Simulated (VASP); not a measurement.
# Ni (Im-3m) in VASP: a series of runs

Ni is run at these levels: PBE; tasks: single point.

Program: VASP 6.6.1. These are calculated values, not measurements. Logs are shortened: lines on timing, memory, paths and dates and some standing lists are left out, and cuts for length are marked.

### Step 1. The cell of the first run

It takes space group Im-3m (No. 229, cubic). The conventional cell has a = 2.794 Å, b = 2.794 Å, c = 2.794 Å, α = 90.00°, β = 90.00°, γ = 90.00°. Within 3.2 Å of Ni (site symmetry m-3m) lie 14 Ni at 2.42 to 2.79 Å.

### Step 2. Single point, PBE

Input file INCAR:

```
PREC = Accurate
ENCUT = 520
EDIFF = 1E-6
ISMEAR = -1
SIGMA = 0.06122561905347299
LREAL = F
LASPH = T
NELM = 80
ALGO = Normal
ISIF = 2
LWAVE = F
LCHARG = F
GGA = PE
NBANDS = 11
```

Input file KPOINTS:

```
Automatic mesh
0
Gamma
  55 55 55
```

Input file POSCAR:

```
Ni
1.0
   -1.3967808690      1.3967808690      1.3967808690
    1.3967808690     -1.3967808690      1.3967808690
    1.3967808690      1.3967808690     -1.3967808690
Ni
1
Direct
    0.0000000000      0.0000000000      0.0000000000
```

Potentials or basis: VASP PAW PBE potentials, release 64 (Ni).

Launch:

```bash
$ cat potpaw_PBE.64/Ni/POTCAR > POTCAR
$ mpirun -np 1 vasp_std > vasp.out
```

OUTCAR:

```text
PREC = Accurate
   ENCUT = 520
   EDIFF = 1E-6
   ISMEAR = -1
   LREAL = F
   LASPH = T
   NELM = 80
   ISIF = 2
   GGA = PE

 ion  position               nearest neighbor table
   1  0.000  0.000  0.000-

  LATTYP: Found a body centered cubic cell.
 ALAT       =     2.7935617380

  Lattice vectors:

 A1 = (  -1.3967808690,   1.3967808690,   1.3967808690)
 A2 = (   1.3967808690,  -1.3967808690,   1.3967808690)
 A3 = (   1.3967808690,   1.3967808690,  -1.3967808690)

Analysis of symmetry for initial positions (statically):
=====================================================================
 Subroutine PRICEL returns:
 Original cell was already a primitive cell.

 Routine SETGRP: Setting up the symmetry group for a
 body centered cubic supercell.

 Subroutine GETGRP returns: Found 48 space group operations
 (whereof 48 operations were pure point group operations)
 out of a pool of 48 trial point group operations.

The static configuration has the point symmetry O_h .

Analysis of symmetry for dynamics (positions and initial velocities):
=====================================================================
 Subroutine PRICEL returns:
 Original cell was already a primitive cell.

 Routine SETGRP: Setting up the symmetry group for a
 body centered cubic supercell.

 Subroutine GETGRP returns: Found 48 space group operations
 (whereof 48 operations were pure point group operations)
 out of a pool of 48 trial point group operations.

The dynamic configuration has the point symmetry O_h .

 Subroutine INISYM returns: Found 48 space group operations
 (whereof 48 operations are pure point group operations),
 and found     1 'primitive' translations

----------------------------------------------------------------------------------------

                                     Primitive cell

  volume of cell :      10.9005

  direct lattice vectors                    reciprocal lattice vectors
    -1.396780869  1.396780869  1.396780869     0.000000000  0.357965957  0.357965957
     1.396780869 -1.396780869  1.396780869     0.357965957  0.000000000  0.357965957
     1.396780869  1.396780869 -1.396780869     0.357965957  0.357965957  0.000000000

  length of vectors
     2.419295432  2.419295432  2.419295432     0.506240311  0.506240311  0.506240311

  position of ions in fractional coordinates (direct lattice)
     0.000000000  0.000000000  0.000000000

  ion indices of the primitive-cell ions
   primitive index   ion index
                 1           1

----------------------------------------------------------------------------------------

 KPOINTS: Automatic mesh

Automatic generation of k-mesh.
 Grid dimensions read from file:
 generate k-points for:   55   55   55

 Generating k-lattice:

  Cartesian coordinates                     Fractional coordinates (reciprocal lattice)
     0.000000000  0.006508472  0.006508472     0.018181818  0.000000000  0.000000000
     0.006508472  0.000000000  0.006508472     0.000000000  0.018181818  0.000000000
     0.006508472  0.006508472  0.000000000     0.000000000  0.000000000  0.018181818

  Length of vectors
     0.009204369  0.009204369  0.009204369

  Shift w.r.t. Gamma in fractional coordinates (k-lattice)
     0.000000000  0.000000000  0.000000000

 Subroutine IBZKPT returns following result:
 ===========================================

 Found   4060 irreducible k-points:

 Following reciprocal coordinates:
            Coordinates               Weight
  0.000000  0.000000  0.000000      1.000000
  0.018182  0.000000  0.000000     12.000000
  0.036364  0.000000  0.000000     12.000000
  0.054545  0.000000  0.000000     12.000000
  0.072727  0.000000  0.000000     12.000000
  0.090909  0.000000  0.000000     12.000000
[... 16 lines left out ...]
  0.400000  0.000000  0.000000     12.000000
  0.418182  0.000000  0.000000     12.000000
 [... further k-points ...]
   k-points           NKPTS =   4060   k-points in BZ     NKDIM =   4060   number of bands    NBANDS=     11
   number of dos      NEDOS =    301   number of ions     NIONS =      1
   total plane-waves  NPLWV =   5832
   dimension x,y,z NGX =    18 NGY =   18 NGZ =   18
   dimension x,y,z NGXF=    36 NGYF=   36 NGZF=   36
   ions per type =               1
   NGX,Y,Z   is equivalent  to a cutoff of  12.37, 12.37, 12.37 a.u.
   NGXF,Y,Z  is equivalent  to a cutoff of  24.74, 24.74, 24.74 a.u.
 SYSTEM =  unknown system
   PREC   = accura    normal or accurate (medium, high low for compatibility)
   ISTART =      0    job   : 0-new  1-cont  2-samecut
   ICHARG =      2    charge: 1-file 2-atom 10-const
   ISPIN  =      1    spin polarized calculation?
   LNONCOLLINEAR =      F non collinear calculations
   LSORBIT =      F    spin-orbit coupling
   LASPH  =      T    aspherical Exc in radial PAW
   ENCUT  =  520.0 eV  38.22 Ry    6.18 a.u.   4.50  4.50  4.50*2*pi/ulx,y,z
   NELM   =     80;   NELMIN=  2; NELMDL= -5     # of ELM steps
   EDIFF  = 0.1E-05   stopping-criterion for ELM
   LREAL  =      F    real-space projection
   EDIFFG = 0.1E-04   stopping-criterion for IOM
   NSW    =      0    number of steps for IOM
   IBRION =     -1    ionic relax: 0-MD 1-quasi-New 2-CG
   NFREE  =      0    steps in history (QN), initial steepest desc. (CG)
   ISIF   =      2    stress and relaxation
   ISYM   =      2    0-nonsym 1-usesym 2-fastsym
   POTIM  = 0.5000    time-step for ionic-motion
   TEBEG  =    0.0;   TEEND  =   0.0 temperature during run
   PSTRESS=    0.0 pullay stress
   NELECT =      10.0000    total number of electrons
   NUPDOWN=      -1.0000    fix difference up-down
   EMIN   =  10.00;   EMAX   =-10.00  energy-range for DOS
   EFERMI =   0.00;   METHOD = LEGACY
   ISMEAR =    -1;   SIGMA  =   0.06  broadening in eV -4-tet -1-fermi 0-gaus
   EFERMI_NEDOS =   21; number of points for ismear=-14 and -15
   IALGO  =     38    algorithm
   IMIX   =      4    mixing-type and parameters
     AMIX     =   0.40;   BMIX     =  1.00
     AMIX_MAG =   1.60;   BMIX_MAG =  1.00
  volume/ion in A,a.u.               =      10.90        73.56
  Fermi-wavevector in a.u.,A,eV,Ry     =   1.590718  3.006021 34.427965  2.530384
  Thomas-Fermi vector in A             =   2.689370
   LORBIT       =      0    0 simple, 1 ext, 2 COOP (PROOUT), +10 PAW based schemes
   GGA     = PE    functional components
   LHFCALC =     F    Hartree Fock is set to
   AEXX    =    0.0000 exact exchange contribution
   IVDW    =     0    specifies the selected vdW correction
   LEPSILON=     F    determine dielectric tensor
   LRPA    =     F    only Hartree local field effects (RPA)
 non-spin polarized calculation
  energy-cutoff  :      520.00
  volume of cell :       10.90
 maximum number of plane-waves:       321
 NGX is ok and might be reduce to    18
   NGX =  9   NGY =  9   NGZ =  9

 number of electron      10.0000000 magnetization

 number of electron       9.9999987 magnetization

 Free energy of the ion-electron system (eV)
  ---------------------------------------------------
  ext. energy  EPLUGINS =         0.00000000
  ---------------------------------------------------
  free energy    TOTEN  =        -5.37272957 eV

  energy without entropy =       -5.34719753  energy(sigma->0) =       -5.35996355

 E-fermi :   9.1429     XC(G=0): -13.2398

 val. band max:        9.1424658346   @ k =  -0.3818   0.4364   0.2727
 cond. band min:       9.1431312307   @ k =  -0.3818   0.4364   0.3091
 fundamental gap:      0.0006653961
 Fermi energy:         9.1428900745

 k-point     1 :       0.0000    0.0000    0.0000
  band No.  band energies     occupation
      1       0.3415      2.00000
      2       7.2650      2.00000
      3       7.2650      2.00000
      4       7.2650      2.00000
      5       8.5884      1.99977
      6       8.5884      1.99977
      7      35.6107      0.00000
      8      35.6107      0.00000
      9      35.6107      0.00000
     10      40.5104      0.00000
     11      40.5104      0.00000

 k-point     2 :       0.0182    0.0000    0.0000
  band No.  band energies     occupation
      1       0.3552      2.00000
      2       7.2618      2.00000
      3       7.2648      2.00000
      4       7.2713      2.00000
      5       8.5850      1.99978
      6       8.5886      1.99977
      7      35.4856      0.00000
      8      35.5874      0.00000
      9      35.5912      0.00000
     10      40.2727      0.00000
     11      40.4969      0.00000

 k-point     3 :       0.0364    0.0000    0.0000
  band No.  band energies     occupation
      1       0.3964      2.00000
      2       7.2521      2.00000
      3       7.2641      2.00000
      4       7.2902      2.00000
      5       8.5750      1.99981
      6       8.5893      1.99976
      7      35.1283      0.00000
      8      35.5137      0.00000
      9      35.5343      0.00000
     10      39.8674      0.00000
     11      40.2499      0.00000

 k-point     4 :       0.0545    0.0000    0.0000
  band No.  band energies     occupation
      1       0.4647      2.00000
      2       7.2361      2.00000
      3       7.2627      2.00000
      4       7.3216      2.00000
      5       8.5590      1.99986
      6       8.5906      1.99976
      7      34.5813      0.00000
      8      35.3805      0.00000
      9      35.4445      0.00000
     10      39.5011      0.00000
     11      39.7893      0.00000

 k-point     5 :       0.0727    0.0000    0.0000
  band No.  band energies     occupation
      1       0.5600      2.00000
      2       7.2140      2.00000
      3       7.2601      2.00000
      4       7.3651      2.00000
      5       8.5380      1.99990
      6       8.5924      1.99975
      7      33.8923      0.00000
      8      35.1780      0.00000
      9      35.3281      0.00000
     10      39.1118      0.00000
     11      39.2318      0.00000

 k-point     6 :       0.0909    0.0000    0.0000
  band No.  band energies     occupation
      1       0.6818      2.00000
      2       7.1863      2.00000
      3       7.2557      2.00000
      4       7.4205      2.00000
      5       8.5133      1.99993
      6       8.5948      1.99974
      7      33.1026      0.00000
      8      34.9028      0.00000
      9      35.1920      0.00000
     10      38.4331      0.00000
     11      38.9429      0.00000

 k-point     7 :       0.1091    0.0000    0.0000
  band No.  band energies     occupation
      1       0.8295      2.00000
      2       7.1533      2.00000
      3       7.2490      2.00000
      4       7.4873      2.00000
      5       8.4866      1.99996
      6       8.5978      1.99973
      7      32.2442      0.00000
      8      34.5619      0.00000
      9      35.0427      0.00000
     10      37.7678      0.00000
     11      38.5270      0.00000

 k-point     8 :       0.1273    0.0000    0.0000
  band No.  band energies     occupation
      1       1.0023      2.00000
      2       7.1154      2.00000
      3       7.2393      2.00000
      4       7.5649      2.00000
      5       8.4597      1.99997
      6       8.6015      1.99971
      7      31.3405      0.00000
      8      34.1703      0.00000
      9      34.8859      0.00000
     10      37.1162      0.00000
     11      38.2061      0.00000
[... 141 lines left out ...]
 k-point    19 :       0.3273    0.0000    0.0000
  band No.  band energies     occupation
      1       3.9261      2.00000
      2       6.5653      2.00000
      3       7.3364      2.00000
      4       8.4504      1.99998
      5       8.6872      1.99883
      6       8.8529      1.98260
      7      21.1565      0.00000
      8      29.7454      0.00000
      9      31.2456      0.00000
     10      33.4425      0.00000
     11      36.6399      0.00000

 k-point    20 :       0.3455    0.0000    0.0000
  band No.  band energies     occupation
      1       4.1550      2.00000
      2       6.5207      2.00000
      3       7.4846      2.00000
      4       8.4728      1.99996
      5       8.6970      1.99863
      6       8.9735      1.88174
      7      20.3285      0.00000
      8      29.4614      0.00000
      9      30.8721      0.00000
     10      33.3625      0.00000
     11      36.6110      0.00000

 k-point    21 :       0.3636    0.0000    0.0000
  band No.  band energies     occupation
      1       4.3455      2.00000
      2       6.4797      2.00000
      3       7.6814      2.00000
      4       8.4972      1.99995
      5       8.7065      1.99840
      6       9.0870      1.42703
      7      19.5339      0.00000
      8      29.2061      0.00000
      9      30.5334      0.00000
     10      33.2918      0.00000
     11      36.5920      0.00000

 k-point    22 :       0.3818    0.0000    0.0000
  band No.  band energies     occupation
      1       4.4956      2.00000
      2       6.4427      2.00000
      3       7.9212      2.00000
      4       8.5254      1.99992
      5       8.7155      1.99814
      6       9.1917      0.62134
      7      18.7793      0.00000
      8      28.9805      0.00000
      9      30.2316      0.00000
     10      33.2303      0.00000
     11      36.5806      0.00000

 k-point    23 :       0.4000    0.0000    0.0000
  band No.  band energies     occupation
      1       4.6078      2.00000
      2       6.4102      2.00000
      3       8.1834      2.00000
      4       8.5671      1.99984
      5       8.7236      1.99788
      6       9.2856      0.17727
      7      18.0734      0.00000
      8      28.7854      0.00000
      9      29.9686      0.00000
     10      33.1779      0.00000
     11      36.5752      0.00000

 k-point    24 :       0.4182    0.0000    0.0000
  band No.  band energies     occupation
      1       4.6879      2.00000
      2       6.3825      2.00000
      3       8.4006      1.99999
      4       8.6724      1.99908
      5       8.7308      1.99762
      6       9.3669      0.05023
      7      17.4285      0.00000
      8      28.6217      0.00000
      9      29.7462      0.00000
     10      33.1344      0.00000
     11      36.5738      0.00000

 [... further k-points ...]
[... 5 lines left out ...]
  --------------------------------------------------------------------------------------
  -------------------------------------------------------------------------------------
  Total       -0.0065435     -0.0065435     -0.0065435     -0.0000000     -0.0000000      0.0000000
  in kB       -0.9617745     -0.9617745     -0.9617745     -0.0000000     -0.0000000      0.0000000
  external PRESSURE =      -0.9617745 kB  Pullay stress =       0.0000000 kB

 VOLUME and BASIS-vectors are now :
 -----------------------------------------------------------------------------
  energy-cutoff  :      520.00
  volume of cell :       10.90
      direct lattice vectors                 reciprocal lattice vectors
    -1.396780869  1.396780869  1.396780869     0.000000000  0.357965957  0.357965957
     1.396780869 -1.396780869  1.396780869     0.357965957  0.000000000  0.357965957
     1.396780869  1.396780869 -1.396780869     0.357965957  0.357965957  0.000000000

 POSITION                                       TOTAL-FORCE (eV/Angst)
 -----------------------------------------------------------------------------------
      0.00000      0.00000      0.00000         0.000000     -0.000000      0.000000
 -----------------------------------------------------------------------------------
    total drift:                                0.000000      0.000000      0.000000

  FREE ENERGIE OF THE ION-ELECTRON SYSTEM (eV)
  ---------------------------------------------------
  free  energy   TOTEN  =        -5.3727295727 eV

  energy  without entropy=       -5.3471975343  energy(sigma->0) =       -5.35996355
```

Wall time 3.2 min (1 thread of Intel Xeon 6975P-C (Granite Rapids), shared host); peak memory 0.58 GiB.

Results:

* Free energy: -5.3727 eV
* Pressure: -0.1 GPa
* Band gap on the k mesh: zero (band 5 reaches 9.54 eV, above the bottom of band 6 at 8.52 eV)

Caveat: the run has no spin polarisation, though such a crystal can be magnetic. Spin polarisation is off, so any magnetic state and its effect on volume and gap are missing.

### Step 3. Single point, PBE

This run uses another cell than the first one, of 11.12 Å³/atom, 1.020 times its volume.

Input file INCAR:

```
ALGO = Normal
EDIFF = 1E-6
ENCUT = 520
GGA = PE
ISIF = 2
ISMEAR = -1
LASPH = T
LCHARG = F
LREAL = F
LWAVE = F
NBANDS = 11
NELM = 80
PREC = Accurate
SIGMA = 0.06122561905347299
```

Input file KPOINTS:

```
k-points
0
Gamma
  55 55 55
```

Input file POSCAR:

```
Ni
1.0
   -1.4060313430      1.4060313430      1.4060313430
    1.4060313430     -1.4060313430      1.4060313430
    1.4060313430      1.4060313430     -1.4060313430
Ni
1
Direct
    0.0000000000      0.0000000000      0.0000000000
```

Potentials or basis: VASP PAW PBE potentials, release 64 (Ni).

Launch:

```bash
$ cat potpaw_PBE.64/Ni/POTCAR > POTCAR
$ mpirun -np 1 vasp_std > vasp.out
```

Run time: 3.2 min. Hardware: 1 thread of Intel Xeon 6975P-C (Granite Rapids), shared host; peak memory 0.58 GiB.

The run converged. Its results:

```
Free energy            : -5.3700 eV
Pressure               : -3.8 GPa
Band gap on the k mesh : zero (band 5 reaches 9.25 eV, above the bottom of band 6 at 8.26 eV)
```

Levels at points of the mesh, in eV from the Fermi level:
```csv
k point,band 3,band 4,band 5,band 6,band 7,band 8
"(0.00, 0.00, 0.00)",-1.82,-1.82,-0.54,-0.54,26.26,26.26
```

Caveat: the run has no spin polarisation, though such a crystal can be magnetic. Spin polarisation is off, so any magnetic state and its effect on volume and gap are missing.
